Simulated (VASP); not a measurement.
# AlGa2N3 (I4/mmm) in VASP: single point with PBE

Aim: the single point of AlGa2N3 with PBE.

All numbers are computed with VASP 6.6.1; they aren't measurements. Logs are shortened: lines on timing, memory, paths and dates and some standing lists are left out, and cuts for length are marked.

## (1) The cell of the first run

It takes space group I4/mmm (No. 139, tetragonal). The conventional cell has a = 2.972 Å, b = 2.972 Å, c = 12.642 Å, α = 90.00°, β = 90.00°, γ = 90.00°. Within 2.7 Å of Al (site symmetry 4/mmm) lie 6 N at 2.07 to 2.10 Å. Ga (site symmetry 4mm) has 6 N at 2.10 to 2.16 Å within 2.8 Å. N (site symmetry 4/mmm) has 2 Ga at 2.10 Å and 4 Al at 2.10 Å within 2.8 Å. Within 2.7 Å of N (site symmetry 4mm) lie 1 Al at 2.07 Å and 5 Ga at 2.10 to 2.16 Å.

## (2) Single point, PBE

INCAR reads:

```
PREC = Accurate ; ENCUT = 520
EDIFF = 1E-6 ; ISMEAR = 0
SIGMA = 0.02 ; LREAL = F
LASPH = T ; NELM = 60
ALGO = Normal ; ISIF = 2
LWAVE = F ; LCHARG = F
GGA = PE ; NBANDS = 31
```

KPOINTS reads:

```
regular mesh
0
Gamma
  12 12 12
```

POSCAR reads:

```
AlGa2N3
1.0
   -1.4861018014      1.4861018014      6.3211295647
    1.4861018014     -1.4861018014      6.3211295647
    1.4861018014      1.4861018014     -6.3211295647
Al Ga N
1 2 3
Direct
    0.5000000000      0.5000000000      0.0000000000
    0.8342179900      0.8342179900      0.0000000000
    0.1657820100      0.1657820100      0.0000000000
    0.0000000000      0.0000000000      0.0000000000
    0.6633447424      0.6633447424      0.0000000000
    0.3366552576      0.3366552576      0.0000000000
```

Potentials or basis: VASP PAW PBE potentials, release 64 (Al, Ga_d, N).

Started as:

```
$ cat potpaw_PBE.64/Al/POTCAR potpaw_PBE.64/Ga_d/POTCAR potpaw_PBE.64/N/POTCAR > POTCAR
$ mpirun -np 1 vasp_std > vasp.out
```

OUTCAR:

```text
PREC = Accurate
   ENCUT = 520
   EDIFF = 1E-6
   ISMEAR = 0
   LREAL = F
   LASPH = T
   NELM = 60
   ISIF = 2
   GGA = PE

 ion  position               nearest neighbor table
   1  0.500  0.500  0.000-   5 2.07   6 2.07   4 2.10   4 2.10   4 2.10   4 2.10   3 2.97   2 2.97
                             3 2.97   2 2.97   3 2.97   2 2.97   2 2.97   3 2.97
   2  0.834  0.834  0.000-   4 2.10   6 2.10   6 2.10   6 2.10   6 2.10   5 2.16   1 2.97   1 2.97
                             1 2.97   1 2.97
   3  0.166  0.166  0.000-   4 2.10   5 2.10   5 2.10   5 2.10   5 2.10   6 2.16   1 2.97   1 2.97
                             1 2.97   1 2.97
   4  0.000  0.000  0.000-   2 2.10   3 2.10   1 2.10   1 2.10   1 2.10   1 2.10
   5  0.663  0.663  0.000-   1 2.07   3 2.10   3 2.10   3 2.10   3 2.10   2 2.16
   6  0.337  0.337  0.000-   1 2.07   2 2.10   2 2.10   2 2.10   2 2.10   3 2.16

  LATTYP: Found a body centered tetragonal cell.
 ALAT       =     2.9722036028
 C/A-ratio  =     4.2534970072

  Lattice vectors:

 A1 = (  -1.4861018014,   1.4861018014,   6.3211295647)
 A2 = (   1.4861018014,  -1.4861018014,   6.3211295647)
 A3 = (   1.4861018014,   1.4861018014,  -6.3211295647)

Analysis of symmetry for initial positions (statically):
=====================================================================
 Subroutine PRICEL returns:
 Original cell was already a primitive cell.

 Routine SETGRP: Setting up the symmetry group for a
 body centered tetragonal supercell.

 Subroutine GETGRP returns: Found 16 space group operations
 (whereof 16 operations were pure point group operations)
 out of a pool of 16 trial point group operations.

The static configuration has the point symmetry D_4h.

Analysis of symmetry for dynamics (positions and initial velocities):
=====================================================================
 Subroutine PRICEL returns:
 Original cell was already a primitive cell.

 Routine SETGRP: Setting up the symmetry group for a
 body centered tetragonal supercell.

 Subroutine GETGRP returns: Found 16 space group operations
 (whereof 16 operations were pure point group operations)
 out of a pool of 16 trial point group operations.

The dynamic configuration has the point symmetry D_4h.

 Subroutine INISYM returns: Found 16 space group operations
 (whereof 16 operations are pure point group operations),
 and found     1 'primitive' translations

----------------------------------------------------------------------------------------

                                     Primitive cell

  volume of cell :      55.8408

  direct lattice vectors                    reciprocal lattice vectors
    -1.486101801  1.486101801  6.321129565     0.000000000  0.336450706  0.079099787
     1.486101801 -1.486101801  6.321129565     0.336450706  0.000000000  0.079099787
     1.486101801  1.486101801 -6.321129565     0.336450706  0.336450706  0.000000000

  length of vectors
     6.661356926  6.661356926  6.661356926     0.345623862  0.345623862  0.475813151

  position of ions in fractional coordinates (direct lattice)
     0.500000000  0.500000000  0.000000000
     0.834217990  0.834217990  0.000000000
     0.165782010  0.165782010  0.000000000
     0.000000000  0.000000000  0.000000000
     0.663344742  0.663344742  0.000000000
     0.336655258  0.336655258  0.000000000

  ion indices of the primitive-cell ions
   primitive index   ion index
                 1           1
                 2           2
                 3           3
                 4           4
                 5           5
                 6           6

----------------------------------------------------------------------------------------

 KPOINTS: regular mesh

Automatic generation of k-mesh.
 Grid dimensions read from file:
 generate k-points for:   12   12   12

 Generating k-lattice:

  Cartesian coordinates                     Fractional coordinates (reciprocal lattice)
     0.000000000  0.028037559  0.006591649     0.083333333 -0.000000000  0.000000000
     0.028037559  0.000000000  0.006591649    -0.000000000  0.083333333  0.000000000
     0.028037559  0.028037559  0.000000000     0.000000000  0.000000000  0.083333333

  Length of vectors
     0.028801988  0.028801988  0.039651096

  Shift w.r.t. Gamma in fractional coordinates (k-lattice)
     0.000000000  0.000000000  0.000000000

 Subroutine IBZKPT returns following result:
 ===========================================

 Found    163 irreducible k-points:

 Following reciprocal coordinates:
            Coordinates               Weight
  0.000000  0.000000  0.000000      1.000000
  0.083333  0.000000  0.000000      8.000000
  0.166667  0.000000 -0.000000      8.000000
  0.250000 -0.000000  0.000000      8.000000
  0.333333  0.000000 -0.000000      8.000000
  0.416667 -0.000000  0.000000      8.000000
[... 16 lines left out ...]
  0.500000  0.166667  0.000000     16.000000
 -0.416667  0.166667 -0.000000     16.000000
 [... further k-points ...]
   k-points           NKPTS =    163   k-points in BZ     NKDIM =    163   number of bands    NBANDS=     31
   number of dos      NEDOS =    301   number of ions     NIONS =      6
   total plane-waves  NPLWV = 125000
   dimension x,y,z NGX =    50 NGY =   50 NGZ =   50
   dimension x,y,z NGXF=   100 NGYF=  100 NGZF=  100
   ions per type =               1   2   3
   NGX,Y,Z   is equivalent  to a cutoff of  12.48, 12.48, 12.48 a.u.
   NGXF,Y,Z  is equivalent  to a cutoff of  24.96, 24.96, 24.96 a.u.
 SYSTEM =  unknown system
   PREC   = accura    normal or accurate (medium, high low for compatibility)
   ISTART =      0    job   : 0-new  1-cont  2-samecut
   ICHARG =      2    charge: 1-file 2-atom 10-const
   ISPIN  =      1    spin polarized calculation?
   LNONCOLLINEAR =      F non collinear calculations
   LSORBIT =      F    spin-orbit coupling
   LASPH  =      T    aspherical Exc in radial PAW
   ENCUT  =  520.0 eV  38.22 Ry    6.18 a.u.  12.39 12.39 12.39*2*pi/ulx,y,z
   NELM   =     60;   NELMIN=  2; NELMDL= -5     # of ELM steps
   EDIFF  = 0.1E-05   stopping-criterion for ELM
   LREAL  =      F    real-space projection
   EDIFFG = 0.1E-04   stopping-criterion for IOM
   NSW    =      0    number of steps for IOM
   IBRION =     -1    ionic relax: 0-MD 1-quasi-New 2-CG
   NFREE  =      0    steps in history (QN), initial steepest desc. (CG)
   ISIF   =      2    stress and relaxation
   ISYM   =      2    0-nonsym 1-usesym 2-fastsym
   POTIM  = 0.5000    time-step for ionic-motion
   TEBEG  =    0.0;   TEEND  =   0.0 temperature during run
   PSTRESS=    0.0 pullay stress
   NELECT =      44.0000    total number of electrons
   NUPDOWN=      -1.0000    fix difference up-down
   EMIN   =  10.00;   EMAX   =-10.00  energy-range for DOS
   EFERMI =   0.00;   METHOD = LEGACY
   ISMEAR =     0;   SIGMA  =   0.02  broadening in eV -4-tet -1-fermi 0-gaus
   EFERMI_NEDOS =   21; number of points for ismear=-14 and -15
   IALGO  =     38    algorithm
   IMIX   =      4    mixing-type and parameters
     AMIX     =   0.40;   BMIX     =  1.00
     AMIX_MAG =   1.60;   BMIX_MAG =  1.00
  volume/ion in A,a.u.               =       9.31        62.81
  Fermi-wavevector in a.u.,A,eV,Ry     =   1.512081  2.857419 31.108220  2.286390
  Thomas-Fermi vector in A             =   2.622053
   LORBIT       =      0    0 simple, 1 ext, 2 COOP (PROOUT), +10 PAW based schemes
   GGA     = PE    functional components
   LHFCALC =     F    Hartree Fock is set to
   AEXX    =    0.0000 exact exchange contribution
   IVDW    =     0    specifies the selected vdW correction
   LEPSILON=     F    determine dielectric tensor
   LRPA    =     F    only Hartree local field effects (RPA)
 non-spin polarized calculation
 Gauss-broadening in eV      SIGMA  =   0.02
  energy-cutoff  :      520.00
  volume of cell :       55.84
 maximum number of plane-waves:      1531
 NGX is ok and might be reduce to    50
   NGX = 25   NGY = 25   NGZ = 25

 number of electron      44.0000007 magnetization

 Free energy of the ion-electron system (eV)
  ---------------------------------------------------
  ext. energy  EPLUGINS =         0.00000000
  ---------------------------------------------------
  free energy    TOTEN  =       -36.77785477 eV

  energy without entropy =      -36.77785477  energy(sigma->0) =      -36.77785477

 E-fermi :   8.4484     XC(G=0): -12.6867

 val. band max:        8.3525976536   @ k =   0.5000   0.5000   0.3333
 cond. band min:       9.5124168438   @ k =   0.5000   0.5000   0.0000
 fundamental gap:      1.1598191902
 Fermi energy:         8.4484276038

 k-point     1 :       0.0000    0.0000    0.0000
  band No.  band energies     occupation
      1      -8.9385      2.00000
      2      -7.5569      2.00000
      3      -6.8205      2.00000
      4      -5.8675      2.00000
      5      -5.7792      2.00000
      6      -5.6569      2.00000
[... 23 lines left out ...]
     30      21.7494      0.00000
     31      21.7499      0.00000

 k-point     2 :       0.0833    0.0000    0.0000
  band No.  band energies     occupation
      1      -8.8429      2.00000
      2      -7.5001      2.00000
      3      -6.7829      2.00000
      4      -5.8584      2.00000
      5      -5.7717      2.00000
      6      -5.6674      2.00000
[... 23 lines left out ...]
     30      20.7822      0.00000
     31      21.7556      0.00000

 k-point     3 :       0.1667    0.0000   -0.0000
  band No.  band energies     occupation
      1      -8.5611      2.00000
      2      -7.3343      2.00000
      3      -6.6799      2.00000
      4      -5.8351      2.00000
      5      -5.7523      2.00000
      6      -5.6937      2.00000
[... 23 lines left out ...]
     30      19.5017      0.00000
     31      20.8654      0.00000

 k-point     4 :       0.2500   -0.0000    0.0000
  band No.  band energies     occupation
      1      -8.1119      2.00000
      2      -7.0767      2.00000
      3      -6.5344      2.00000
      4      -5.8120      2.00000
      5      -5.7343      2.00000
      6      -5.7263      2.00000
[... 23 lines left out ...]
     30      19.2928      0.00000
     31      19.6742      0.00000

 k-point     5 :       0.3333    0.0000   -0.0000
  band No.  band energies     occupation
      1      -7.5403      2.00000
      2      -6.7743      2.00000
      3      -6.3585      2.00000
      4      -5.8144      2.00000
      5      -5.7817      2.00000
      6      -5.7676      2.00000
[... 23 lines left out ...]
     30      18.7019      0.00000
     31      19.2088      0.00000
[... 542 lines left out ...]
     30      18.5118      0.00000
     31      18.8399      0.00000

 k-point    22 :       0.4167    0.1667   -0.0000
  band No.  band energies     occupation
      1      -6.9603      2.00000
      2      -6.7947      2.00000
      3      -6.3326      2.00000
      4      -5.8117      2.00000
      5      -5.7990      2.00000
      6      -5.7871      2.00000
[... 23 lines left out ...]
     30      18.4754      0.00000
     31      18.7300      0.00000

 k-point    23 :       0.5000    0.1667    0.0000
  band No.  band energies     occupation
      1      -6.8510      2.00000
      2      -6.7799      2.00000
      3      -6.2726      2.00000
      4      -5.8195      2.00000
      5      -5.7984      2.00000
      6      -5.7960      2.00000
[... 23 lines left out ...]
     30      18.5734      0.00000
     31      18.8901      0.00000

 k-point    24 :      -0.4167    0.1667   -0.0000
  band No.  band energies     occupation
      1      -7.0662      2.00000
      2      -6.7662      2.00000
      3      -6.2661      2.00000
      4      -5.8073      2.00000
      5      -5.8053      2.00000
      6      -5.7907      2.00000
[... 23 lines left out ...]
     30      18.6225      0.00000
     31      19.1894      0.00000

 [... further k-points ...]

------------------------ aborting loop because EDIFF is reached ----------------------------------------

  FORCE on cell =-STRESS in cart. coord.  units (eV):
  Direction    XX          YY          ZZ          XY          YZ          ZX
  --------------------------------------------------------------------------------------
  -------------------------------------------------------------------------------------
  Total        0.1648163      0.1648163      0.1464063      0.0000000      0.0000000      0.0000000
  in kB        4.7288878      4.7288878      4.2006694      0.0000000      0.0000000      0.0000000
  external PRESSURE =       4.5528150 kB  Pullay stress =       0.0000000 kB

 VOLUME and BASIS-vectors are now :
 -----------------------------------------------------------------------------
  energy-cutoff  :      520.00
  volume of cell :       55.84
      direct lattice vectors                 reciprocal lattice vectors
    -1.486101801  1.486101801  6.321129565     0.000000000  0.336450706  0.079099787
     1.486101801 -1.486101801  6.321129565     0.336450706  0.000000000  0.079099787
     1.486101801  1.486101801 -6.321129565     0.336450706  0.336450706  0.000000000

 POSITION                                       TOTAL-FORCE (eV/Angst)
 -----------------------------------------------------------------------------------
      0.00000      0.00000      6.32113         0.000000      0.000000     -0.000000
      0.00000      0.00000     10.54640        -0.000000     -0.000000      0.005311
      0.00000      0.00000      2.09586        -0.000000     -0.000000     -0.005311
      0.00000      0.00000      0.00000         0.000000      0.000000     -0.000000
      0.00000      0.00000      8.38618        -0.000000     -0.000000     -0.021866
      0.00000      0.00000      4.25608         0.000000      0.000000      0.021866
 -----------------------------------------------------------------------------------
    total drift:                                0.000000      0.000000     -0.000000

  FREE ENERGIE OF THE ION-ELECTRON SYSTEM (eV)
  ---------------------------------------------------
  free  energy   TOTEN  =       -36.7778547708 eV

  energy  without entropy=      -36.7778547708  energy(sigma->0) =      -36.77785477
```

Wall time 17 min (1 thread of AMD EPYC 7R43 (Zen 3), shared host); peak memory 0.49 GiB.

What came out:

- Free energy: -36.7779 eV
- Pressure: 0.5 GPa
- Largest force: 0.022 eV/Å
- Band gap on the k mesh: 1.16 eV (least direct gap 2.18 eV)

Forces on the atoms (eV/Å):
```
Al   0.000  0.000  0.000
Ga   0.000  0.000  0.005
Ga   0.000  0.000 -0.005
N    0.000  0.000  0.000
N    0.000  0.000 -0.022
N    0.000  0.000  0.022
```

A k mesh can miss the band edges.
